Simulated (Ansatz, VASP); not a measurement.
## Ti: VASP beside Ansatz

```
Ti
1.0
     0.00000    2.05621    2.05621
     2.05621    0.00000    2.05621
     2.05621    2.05621    0.00000
Ti
1
Cartesian
  0.0000 0.0000 0.0000
```

Alike in both runs: functional PBE; k mesh 17 × 17 × 17; occupations fermi-dirac, width 0.05 eV; no spin polarisation.

Ansatz relaxed the structure, and its values are those at the end. VASP's run is a single point on that final structure, the one shown.

|  | VASP | Ansatz |
| --- | --- | --- |
| version | VASP 6.6.1 | Ansatz 0.2.0 |
| potentials or method | VASP PAW PBE potentials, release 64 (Ti_sv) | PAW with Ansatz's default frozen-core files, scalar-relativistic |
| plane-wave cutoff (eV) | 520 | 420 |
| valence electrons in the cell | 12 | 12 |

VASP gave:

```
pressure (GPa) : -0.3
```

**Question.** What did Ansatz give for the same quantities?

**Answer.** Pressure (GPa): 0.0.
